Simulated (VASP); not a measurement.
# Ti (P6_3/mmc) in VASP: a series of runs, part 2 of 2

VASP 6.6.1. Earlier steps stand in the parts before.

## (3) Single point, r2SCAN (volume scaled by 1.06, then relaxed in part)

Contents of POSCAR:

```
Ti
1.0
    2.9927535544      0.0000000000      0.0000000000
   -1.4963767772      2.5918006054      0.0000000000
    0.0000000000      0.0000000000      4.7290139530
Ti
2
Direct
    0.3333333333      0.6666666667      0.2500000000
    0.6666666667      0.3333333333      0.7500000000
```

Contents of INCAR.step1:

```
ALGO = Normal
EDIFF = 1E-4
ENCUT = 520
GGA = PE
ISMEAR = 0
LASPH = True
LCHARG = False
LREAL = False
LWAVE = True
NBANDS = 19
NELM = 80
PREC = Accurate
SIGMA = 0.1
```

Contents of INCAR.step2:

```
ALGO = Normal
EDIFF = 1E-7
ENCUT = 520
ISIF = 2
ISMEAR = 0
ISTART = 1
LASPH = True
LCHARG = False
LMIXTAU = True
LREAL = False
LWAVE = False
METAGGA = R2SCAN
NBANDS = 19
NELM = 80
PREC = Accurate
SIGMA = 0.1
```

Contents of KPOINTS:

```
k-points
0
Gamma
  18 18 10
```

Potentials or basis: VASP PAW PBE potentials, release 64 (Ti_sv).

Command:

```console
> cat potpaw_PBE.64/Ti_sv/POTCAR > POTCAR
> cp INCAR.step1 INCAR
> mpirun -np 1 vasp_std > vasp.out
> cp INCAR.step2 INCAR
> mpirun -np 1 vasp_std > vasp.out
```

OUTCAR:

```text
EDIFF = 1E-7
   ENCUT = 520
   ISIF = 2
   ISMEAR = 0
   ISTART = 1
   LASPH = True
   LREAL = False
   METAGGA = R2SCAN
   NELM = 80
   PREC = Accurate

 ion  position               nearest neighbor table
   1  0.333  0.667  0.250-
   2  0.667  0.333  0.750-

  LATTYP: Found a hexagonal cell.
 ALAT       =     2.9927535544
 C/A-ratio  =     1.5801548196

  Lattice vectors:

 A1 = (   2.9927535544,   0.0000000000,   0.0000000000)
 A2 = (  -1.4963767772,   2.5918006054,   0.0000000000)
 A3 = (   0.0000000000,   0.0000000000,   4.7290139530)

Analysis of symmetry for initial positions (statically):
=====================================================================
 Subroutine PRICEL returns:
 Original cell was already a primitive cell.

 Routine SETGRP: Setting up the symmetry group for a
 hexagonal supercell.

 Subroutine GETGRP returns: Found 24 space group operations
 (whereof 12 operations were pure point group operations)
 out of a pool of 24 trial point group operations.

The static configuration has the point symmetry D_3d.
 The point group associated with its full space group is D_6h.

Analysis of symmetry for dynamics (positions and initial velocities):
=====================================================================
 Subroutine PRICEL returns:
 Original cell was already a primitive cell.

 Routine SETGRP: Setting up the symmetry group for a
 hexagonal supercell.

 Subroutine GETGRP returns: Found 24 space group operations
 (whereof 12 operations were pure point group operations)
 out of a pool of 24 trial point group operations.

The dynamic configuration has the point symmetry D_3d.
 The point group associated with its full space group is D_6h.

 Subroutine INISYM returns: Found 24 space group operations
 (whereof 12 operations are pure point group operations),
 and found     1 'primitive' translations

----------------------------------------------------------------------------------------

                                     Primitive cell

  volume of cell :      36.6812

  direct lattice vectors                    reciprocal lattice vectors
     2.992753554  0.000000000  0.000000000     0.334140444  0.192916075  0.000000000
    -1.496376777  2.591800605  0.000000000     0.000000000  0.385832150  0.000000000
     0.000000000  0.000000000  4.729013953     0.000000000  0.000000000  0.211460573

  length of vectors
     2.992753554  2.992753554  4.729013953     0.385832150  0.385832150  0.211460573

  position of ions in fractional coordinates (direct lattice)
     0.333333333  0.666666667  0.250000000
     0.666666667  0.333333333  0.750000000

  ion indices of the primitive-cell ions
   primitive index   ion index
                 1           1
                 2           2

----------------------------------------------------------------------------------------

 KPOINTS: k-points

Automatic generation of k-mesh.
 Grid dimensions read from file:
 generate k-points for:   18   18   10

 Generating k-lattice:

  Cartesian coordinates                     Fractional coordinates (reciprocal lattice)
     0.018563358  0.010717560  0.000000000     0.055555556  0.000000000  0.000000000
     0.000000000  0.021435119  0.000000000     0.000000000  0.055555556  0.000000000
     0.000000000  0.000000000  0.021146057     0.000000000  0.000000000  0.100000000

  Length of vectors
     0.021435119  0.021435119  0.021146057

  Shift w.r.t. Gamma in fractional coordinates (k-lattice)
     0.000000000  0.000000000  0.000000000

 Subroutine IBZKPT returns following result:
 ===========================================

 Found    222 irreducible k-points:

 Following reciprocal coordinates:
            Coordinates               Weight
  0.000000  0.000000  0.000000      1.000000
  0.055556  0.000000  0.000000      6.000000
  0.111111  0.000000  0.000000      6.000000
  0.166667  0.000000  0.000000      6.000000
  0.222222 -0.000000  0.000000      6.000000
  0.277778  0.000000  0.000000      6.000000
[... 16 lines left out ...]
  0.333333  0.111111  0.000000     12.000000
  0.388889  0.111111  0.000000     12.000000
 [... further k-points ...]
   k-points           NKPTS =    222   k-points in BZ     NKDIM =    222   number of bands    NBANDS=     19
   number of dos      NEDOS =    301   number of ions     NIONS =      2
   total plane-waves  NPLWV =  20736
   dimension x,y,z NGX =    24 NGY =   24 NGZ =   36
   dimension x,y,z NGXF=    48 NGYF=   48 NGZF=   72
   ions per type =               2
   NGX,Y,Z   is equivalent  to a cutoff of  13.33, 13.33, 12.66 a.u.
   NGXF,Y,Z  is equivalent  to a cutoff of  26.66, 26.66, 25.31 a.u.
 SYSTEM =  unknown system
   PREC   = accura    normal or accurate (medium, high low for compatibility)
   ISTART =      1    job   : 0-new  1-cont  2-samecut
   ICHARG =      0    charge: 1-file 2-atom 10-const
   ISPIN  =      1    spin polarized calculation?
   LNONCOLLINEAR =      F non collinear calculations
   LSORBIT =      F    spin-orbit coupling
   LASPH  =      T    aspherical Exc in radial PAW
   ENCUT  =  520.0 eV  38.22 Ry    6.18 a.u.   5.56  5.56  8.79*2*pi/ulx,y,z
   NELM   =     80;   NELMIN=  2; NELMDL=  0     # of ELM steps
   EDIFF  = 0.1E-06   stopping-criterion for ELM
   LREAL  =      F    real-space projection
   EDIFFG = 0.1E-05   stopping-criterion for IOM
   NSW    =      0    number of steps for IOM
   IBRION =     -1    ionic relax: 0-MD 1-quasi-New 2-CG
   NFREE  =      0    steps in history (QN), initial steepest desc. (CG)
   ISIF   =      2    stress and relaxation
   ISYM   =      2    0-nonsym 1-usesym 2-fastsym
   POTIM  = 0.5000    time-step for ionic-motion
   TEBEG  =    0.0;   TEEND  =   0.0 temperature during run
   PSTRESS=    0.0 pullay stress
   NELECT =      24.0000    total number of electrons
   NUPDOWN=      -1.0000    fix difference up-down
   EMIN   =  10.00;   EMAX   =-10.00  energy-range for DOS
   EFERMI =   0.00;   METHOD = LEGACY
   ISMEAR =     0;   SIGMA  =   0.10  broadening in eV -4-tet -1-fermi 0-gaus
   EFERMI_NEDOS =   21; number of points for ismear=-14 and -15
   IALGO  =     38    algorithm
   IMIX   =      4    mixing-type and parameters
     AMIX     =   0.40;   BMIX     =  1.00
     AMIX_MAG =   1.60;   BMIX_MAG =  1.00
  volume/ion in A,a.u.               =      18.34       123.77
  Fermi-wavevector in a.u.,A,eV,Ry     =   1.421229  2.685734 27.482315  2.019893
  Thomas-Fermi vector in A             =   2.542061
   LORBIT       =      0    0 simple, 1 ext, 2 COOP (PROOUT), +10 PAW based schemes
   METAGGA = R2SCAN    functional components
   LHFCALC =     F    Hartree Fock is set to
   AEXX    =    0.0000 exact exchange contribution
   IVDW    =     0    specifies the selected vdW correction
   LEPSILON=     F    determine dielectric tensor
   LRPA    =     F    only Hartree local field effects (RPA)
 non-spin polarized calculation
 Gauss-broadening in eV      SIGMA  =   0.10
  energy-cutoff  :      520.00
  volume of cell :       36.68
 maximum number of plane-waves:      1020
 NGX is ok and might be reduce to    24
   NGX = 11   NGY = 11   NGZ = 17

 number of electron      24.0000000 magnetization

 Free energy of the ion-electron system (eV)
  ---------------------------------------------------
  ext. energy  EPLUGINS =         0.00000000
  ---------------------------------------------------
  free energy    TOTEN  =       -25.86951848 eV

  energy without entropy =      -25.86064751  energy(sigma->0) =      -25.86508299

 E-fermi :   7.8345     XC(G=0): -12.1202

 val. band max:        7.8310002885   @ k =   0.2222   0.2222   0.5000
 cond. band min:       7.8457582683   @ k =   0.1111   0.1111   0.3000
 fundamental gap:      0.0147579798
 Fermi energy:         7.8344822584

 k-point     1 :       0.0000    0.0000    0.0000
  band No.  band energies     occupation
      1     -51.5183      2.00000
      2     -51.4023      2.00000
      3     -27.0186      2.00000
      4     -26.4531      2.00000
      5     -26.4531      2.00000
      6     -26.3987      2.00000
[... 11 lines left out ...]
     18       9.5377      0.00000
     19      10.9954      0.00000
[... 485 lines left out ...]
 k-point    24 :       0.3889    0.1111    0.0000
  band No.  band energies     occupation
      1     -51.4200      2.00000
      2     -51.3821      2.00000
      3     -26.8359      2.00000
      4     -26.7518      2.00000
      5     -26.7334      2.00000
      6     -26.5968      2.00000
[... 11 lines left out ...]
     18      11.3163      0.00000
     19      11.9169      0.00000

 [... further k-points ...]

------------------------ aborting loop because EDIFF is reached ----------------------------------------

  FORCE on cell =-STRESS in cart. coord.  units (eV):
  Direction    XX          YY          ZZ          XY          YZ          ZX
  --------------------------------------------------------------------------------------
  -------------------------------------------------------------------------------------
  Total       -1.3430580     -1.3430580     -1.3257048      0.0000000     -0.0000000      0.0000000
  in kB      -58.6627239    -58.6627239    -57.9047612      0.0000000     -0.0000000      0.0000000
  external PRESSURE =     -58.4100696 kB  Pullay stress =       0.0000000 kB

 VOLUME and BASIS-vectors are now :
 -----------------------------------------------------------------------------
  energy-cutoff  :      520.00
  volume of cell :       36.68
      direct lattice vectors                 reciprocal lattice vectors
     2.992753554  0.000000000  0.000000000     0.334140444  0.192916075  0.000000000
    -1.496376777  2.591800605  0.000000000     0.000000000  0.385832150  0.000000000
     0.000000000  0.000000000  4.729013953     0.000000000  0.000000000  0.211460573

 POSITION                                       TOTAL-FORCE (eV/Angst)
 -----------------------------------------------------------------------------------
     -0.00000      1.72787      1.18225        -0.000000     -0.000000      0.000000
      1.49638      0.86393      3.54676         0.000000      0.000000      0.000000
 -----------------------------------------------------------------------------------
    total drift:                               -0.000000      0.000000     -0.000000

  FREE ENERGIE OF THE ION-ELECTRON SYSTEM (eV)
  ---------------------------------------------------
  free  energy   TOTEN  =       -25.8695184772 eV

  energy  without entropy=      -25.8606475058  energy(sigma->0) =      -25.86508299
```

OSZICAR.step1:

```text
N       E                     dE             d eps       ncg     rms          rms(c)
DAV:   1     0.263783232808E+03    0.26378E+03   -0.12979E+04  8436   0.155E+03
DAV:   2     0.125985457855E+02   -0.25118E+03   -0.24726E+03  8677   0.440E+02
DAV:   3    -0.165094170126E+02   -0.29108E+02   -0.28777E+02 15864   0.123E+02
DAV:   4    -0.178320699432E+02   -0.13227E+01   -0.13193E+01  9747   0.271E+01
DAV:   5    -0.179006675114E+02   -0.68598E-01   -0.68581E-01 12727   0.432E+00    0.113E+01
DAV:   6    -0.156428540255E+02    0.22578E+01   -0.85520E+00  9782   0.285E+01    0.271E+00
DAV:   7    -0.156277628082E+02    0.15091E-01   -0.67888E-01 12640   0.578E+00    0.202E+00
DAV:   8    -0.156488994899E+02   -0.21137E-01   -0.18684E-01  9439   0.499E+00    0.640E-01
DAV:   9    -0.156413928172E+02    0.75067E-02   -0.44326E-02  9846   0.204E+00    0.657E-02
DAV:  10    -0.156416884606E+02   -0.29564E-03   -0.25425E-03 12249   0.303E-01    0.762E-02
DAV:  11    -0.156417443117E+02   -0.55851E-04   -0.12163E-04  6757   0.758E-02
   1 F= -.15641744E+02 E0= -.15636641E+02  d E =-.102069E-01
```

Run time: 11 min. Hardware: 1 thread of AMD EPYC 7R43 (Zen 3), shared host; peak memory 0.22 GiB.

Results:

```
Free energy            : -25.8695 eV
Pressure               : -5.8 GPa
Band gap on the k mesh : zero (band 12 reaches 8.66 eV, above the bottom of band 13 at 7.46 eV)
```

Levels at points of the mesh, in eV from the Fermi level:
| k point | band 8 | band 9 | band 10 | band 11 | band 12 | band 13 | band 14 | band 15 | band 16 | band 17 |
| --- | --- | --- | --- | --- | --- | --- | --- | --- | --- | --- |
| (0.00, 0.00, 0.00) | -34.20 | -6.50 | -2.73 | 0.43 | 0.82 | 0.82 | 0.93 | 1.31 | 1.31 | 1.70 |
| (0.50, 0.00, 0.00) | -34.26 | -2.46 | -2.13 | -1.80 | -0.90 | 0.58 | 0.65 | 1.18 | 3.29 | 3.51 |
| (0.00, 0.00, 0.50) | -34.24 | -4.63 | -4.63 | 0.07 | 0.07 | 0.74 | 0.74 | 0.74 | 0.74 | 2.83 |
| (0.50, 0.00, 0.50) | -34.34 | -2.54 | -2.54 | -0.82 | -0.82 | 1.10 | 1.10 | 1.79 | 1.79 | 3.42 |

Caveat: the PAW data sets were made with another functional, which shifts forces and pressure a little.
